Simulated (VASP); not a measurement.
# Ba (Im-3m) in VASP: further runs, part 2 of 2

VASP 6.6.1. The steps go on from the part before.

**3. Single point, PBEsol (61.25 Å³/atom)**

This run uses another cell than the first one, of 61.25 Å³/atom.

The input, INCAR:

```
SYSTEM = Ba
  PREC = Accurate
  ENCUT = 520
  EDIFF = 1E-7
  ISMEAR = -1
  SIGMA = 0.05
  LREAL = .FALSE.
  LASPH = .TRUE.
  NELM = 100
  ALGO = Normal
  ISIF = 2
  LWAVE = .FALSE.
  LCHARG = .TRUE.
  GGA = PS
  LELF = .TRUE.
  LVHAR = .TRUE.
  NBANDS = 11
```

The input, KPOINTS:

```
Automatic mesh
0
G
  10 10 10
  0 0 0
```

The input, POSCAR:

```
Ba
1.0
   -2.4832209710      2.4832209710      2.4832209710
    2.4832209710     -2.4832209710      2.4832209710
    2.4832209710      2.4832209710     -2.4832209710
Ba
1
Direct
    0.0000000000      0.0000000000      0.0000000000
```

Potentials or basis: VASP PAW PBE potentials, release 64 (Ba_sv).

On the command line:

```sh
> cat potpaw_PBE.64/Ba_sv/POTCAR > POTCAR
> mpirun -np 1 vasp_std > vasp.out
```

It took 22 s on 1 thread of Intel Xeon 8259CL, shared host; peak memory 0.19 GiB.

The run converged. Its results:

```
Free energy            : -2.1498 eV
Pressure               : -0.4 GPa
Band gap on the k mesh : zero (bands 5 and 6 overlap by 0.92 eV)
```

Levels at points of the mesh, in eV from the Fermi level:
```tsv
k point	band 2	band 3	band 4	band 5	band 6	band 7	band 8	band 9
(0.00, 0.00, 0.00)	-13.71	-13.71	-13.71	-2.77	1.86	1.86	1.86	3.33
(0.50, 0.00, 0.00)	-14.22	-13.87	-13.71	-0.91	0.69	1.36	3.30	3.90
(0.50, 0.50, 0.50)	-14.06	-14.06	-14.06	-0.56	-0.56	4.49	4.49	4.49
```

Caveat: the PAW data sets were made with another functional, which shifts forces and pressure a little; spin-orbit coupling is left out, which moves the levels of the heavy elements.

**4. Single point, PBEsol (63.13 Å³/atom)**

This run uses another cell than the first one, of 63.13 Å³/atom.

The input, INCAR:

```
PREC     = Accurate       # precision mode
ENCUT    = 520            # plane-wave cutoff, eV
EDIFF    = 1E-7           # SCF threshold, eV
ISMEAR   = -1             # smearing method
SIGMA    = 0.05           # smearing width, eV
LREAL    = False          # projectors in reciprocal space
LASPH    = True           # aspherical terms in the spheres
NELM     = 100            # most SCF steps
ALGO     = Normal         # electronic algorithm
ISIF     = 2              # what is computed and relaxed
LWAVE    = False          # write WAVECAR
LCHARG   = False          # write CHGCAR
GGA      = PS             # functional
NBANDS   = 11             # bands
```

The input, KPOINTS:

```
Automatic mesh
0
Gamma
  10 10 10
```

The input, POSCAR:

```
Ba
1.0
   -2.5083057089      2.5083057089      2.5083057089
    2.5083057089     -2.5083057089      2.5083057089
    2.5083057089      2.5083057089     -2.5083057089
Ba
1
Direct
    0.0000000000      0.0000000000      0.0000000000
```

Potentials or basis: VASP PAW PBE potentials, release 64 (Ba_sv).

On the command line:

```sh
> cat potpaw_PBE.64/Ba_sv/POTCAR > POTCAR
> mpirun -np 1 vasp_std > vasp.out
```

OUTCAR:

```text
PREC = Accurate
   ENCUT = 520
   EDIFF = 1E-7
   ISMEAR = -1
   LREAL = False
   LASPH = True
   NELM = 100
   ISIF = 2
   GGA = PS

 ion  position               nearest neighbor table
   1  0.000  0.000  0.000-

  LATTYP: Found a body centered cubic cell.
 ALAT       =     5.0166114178

  Lattice vectors:

 A1 = (  -2.5083057089,   2.5083057089,   2.5083057089)
 A2 = (   2.5083057089,  -2.5083057089,   2.5083057089)
 A3 = (   2.5083057089,   2.5083057089,  -2.5083057089)

Analysis of symmetry for initial positions (statically):
=====================================================================
 Subroutine PRICEL returns:
 Original cell was already a primitive cell.

 Routine SETGRP: Setting up the symmetry group for a
 body centered cubic supercell.

 Subroutine GETGRP returns: Found 48 space group operations
 (whereof 48 operations were pure point group operations)
 out of a pool of 48 trial point group operations.

The static configuration has the point symmetry O_h .

[... 154 lines left out ...]

  energy without entropy =       -2.13287569  energy(sigma->0) =       -2.13841174

 E-fermi :   1.5169     XC(G=0):  -7.4998

 val. band max:        1.5120875759   @ k =  -0.4000   0.4000   0.3000
 cond. band min:       1.5297054552   @ k =  -0.4000  -0.4000   0.1000
 fundamental gap:      0.0176178793
 Fermi energy:         1.5169139870

 k-point     1 :       0.0000    0.0000    0.0000
  band No.  band energies     occupation
      1     -27.3311      2.00000
      2     -12.2632      2.00000
      3     -12.2632      2.00000
      4     -12.2632      2.00000
      5      -1.2380      2.00000
      6       3.3391      0.00000
      7       3.3391      0.00000
      8       3.3391      0.00000
      9       4.7713      0.00000
     10       4.7713      0.00000
     11       8.4633      0.00000
[... 309 lines left out ...]
 k-point    24 :      -0.3000    0.3000    0.1000
  band No.  band energies     occupation
      1     -27.2994      2.00000
      2     -12.5674      2.00000
      3     -12.3780      2.00000
      4     -12.2999      2.00000
      5       0.2507      2.00000
      6       2.4670      0.00000
      7       2.6900      0.00000
      8       4.0142      0.00000
      9       4.8964      0.00000
     10       5.2788      0.00000
     11       8.2525      0.00000

 [... further k-points ...]
[... 5 lines left out ...]
  --------------------------------------------------------------------------------------
  -------------------------------------------------------------------------------------
  Total       -0.2458204     -0.2458204     -0.2458204      0.0000000     -0.0000000     -0.0000000
  in kB       -6.2391746     -6.2391746     -6.2391746      0.0000000     -0.0000000     -0.0000000
  external PRESSURE =      -6.2391746 kB  Pullay stress =       0.0000000 kB

 VOLUME and BASIS-vectors are now :
 -----------------------------------------------------------------------------
  energy-cutoff  :      520.00
  volume of cell :       63.13
      direct lattice vectors                 reciprocal lattice vectors
    -2.508305709  2.508305709  2.508305709     0.000000000  0.199337743  0.199337743
     2.508305709 -2.508305709  2.508305709     0.199337743  0.000000000  0.199337743
     2.508305709  2.508305709 -2.508305709     0.199337743  0.199337743  0.000000000

 POSITION                                       TOTAL-FORCE (eV/Angst)
 -----------------------------------------------------------------------------------
      0.00000      0.00000      0.00000         0.000000     -0.000000      0.000000
 -----------------------------------------------------------------------------------
    total drift:                               -0.000000      0.000000      0.000000

  FREE ENERGIE OF THE ION-ELECTRON SYSTEM (eV)
  ---------------------------------------------------
  free  energy   TOTEN  =        -2.1439477934 eV

  energy  without entropy=       -2.1328756918  energy(sigma->0) =       -2.13841174
```

Run time: 22 s. Hardware: 1 thread of Intel Xeon 8259CL, shared host; peak memory 0.19 GiB.

What came out:

| Quantity | Value |
| --- | --- |
| Free energy | -2.1439 eV |
| Pressure | -0.6 GPa |
| Band gap on the k mesh | zero (bands 5 and 6 overlap by 0.85 eV) |

Caveat: the PAW data sets were made with another functional, which shifts forces and pressure a little; spin-orbit coupling is left out, which moves the levels of the heavy elements.

**5. Single point, PBEsol (65.00 Å³/atom)**

This run uses another cell than the first one, of 65.00 Å³/atom.

The input, INCAR:

```
SYSTEM = Ba
PREC = Accurate ; ENCUT = 520
EDIFF = 1E-7 ; ISMEAR = -1
SIGMA = 0.05 ; LREAL = .False.
LASPH = .True. ; NELM = 60
ALGO = Normal ; ISIF = 2
LWAVE = .False. ; LCHARG = .False.
GGA = PS ; NBANDS = 11
```

The input, KPOINTS:

```
regular mesh
0
Gamma
  10 10 10
  0 0 0
```

The input, POSCAR:

```
Ba
1.0
   -2.5328985096      2.5328985096      2.5328985096
    2.5328985096     -2.5328985096      2.5328985096
    2.5328985096      2.5328985096     -2.5328985096
Ba
1
Direct
    0.0000000000      0.0000000000      0.0000000000
```

On the command line:

```sh
> cat potpaw_PBE.64/Ba_sv/POTCAR > POTCAR
> mpirun -np 1 vasp_std > vasp.out
```

Wall time 30 s (1 thread of Intel Xeon 8259CL, shared host); peak memory 0.21 GiB.

It converged, with:

| Quantity | Value |
| --- | --- |
| Free energy | -2.1354 eV |
| Pressure | -0.8 GPa |
| Band gap on the k mesh | zero (bands 5 and 6 overlap by 0.79 eV) |

Levels at points of the mesh, in eV from the Fermi level:
```tsv
k point	band 2	band 3	band 4	band 5	band 6	band 7	band 8	band 9
(0.00, 0.00, 0.00)	-13.85	-13.85	-13.85	-2.74	1.79	1.79	1.79	3.18
(0.50, 0.00, 0.00)	-14.27	-13.99	-13.85	-0.88	0.69	1.18	3.12	3.70
(0.50, 0.50, 0.50)	-14.14	-14.14	-14.14	-0.49	-0.49	4.20	4.20	4.20
```

Caveat: the PAW data sets were made with another functional, which shifts forces and pressure a little; spin-orbit coupling is left out, which moves the levels of the heavy elements.

**6. Summary**

| cell | gap on the mesh (eV) | pressure (GPa) |
| --- | --- | --- |
| a = 4.242 Å, angles 109.5°, 1 atom | none | 0.0 |
| a = 4.301 Å, angles 109.5°, 1 atom | none | -0.4 |
| a = 4.345 Å, angles 109.5°, 1 atom | none | -0.6 |
| a = 4.387 Å, angles 109.5°, 1 atom | none | -0.8 |

Alike in all rows: task single point; level PBEsol; potentials or basis VASP PAW PBE potentials, release 64 (Ba_sv); no spin polarisation; k mesh 10 × 10 × 10; cutoff (eV) 520; smearing fermi-dirac 0.05 eV.

Caveats: the PAW data sets were made with another functional, which shifts forces and pressure a little; spin-orbit coupling is left out, which moves the levels of the heavy elements.

Total energies depend on the potentials used, so only differences within one code and one set of settings carry meaning.
